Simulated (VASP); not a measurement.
SrMg, 2 atoms in the cell. Symmetry: P4/mmm, No. 123, tetragonal system. Conventional cell: a = 3.841 Å, b = 3.841 Å, c = 3.900 Å, α = 90.00°, β = 90.00°, γ = 90.00°. Within 4.4 Å of Sr (site symmetry 4/mmm) lie 8 Mg at 3.34 Å and 6 Sr at 3.84 to 3.90 Å. Mg (site symmetry 4/mmm) has 8 Sr at 3.34 Å and 6 Mg at 3.84 to 3.90 Å within 4.4 Å.  This cell differs from its parent crystal: strain -0.015 along x and y, +0.000 along z.

- Program: VASP 6.6.1
- Task: single point
- Functional: r2SCAN
- Potentials or basis: VASP PAW PBE potentials, release 64 (Sr_sv, Mg)
- Cutoff: 520 eV
- k mesh: 12 × 12 × 12
- Occupations: gaussian, width 0.15 eV
- Spin: no spin polarisation
- Dipole correction: no
- Further INCAR settings: ALGO = Normal; EDIFF = 1e-06; NBANDS = 13

Potentials or basis: VASP PAW PBE potentials, release 64 (Sr_sv, Mg).

Run with:

```bash
$ cat potpaw_PBE.64/Sr_sv/POTCAR potpaw_PBE.64/Mg/POTCAR > POTCAR
$ cp INCAR.step1 INCAR
$ mpirun -np 1 vasp_std > vasp.out
$ cp INCAR.step2 INCAR
$ mpirun -np 1 vasp_std > vasp.out
```

Hardware: 1 thread of Intel(R) Xeon(R) Platinum 8259CL CPU @ 2.50GHz (Skylake/Cascade Lake), on a shared host.

How long does it take, and how much memory?

It took 6.6 min on 1 thread of Intel(R) Xeon(R) Platinum 8259CL CPU @ 2.50GHz (Skylake/Cascade Lake) (shared host), peak memory 0.3 GiB. Counts: k points 196.
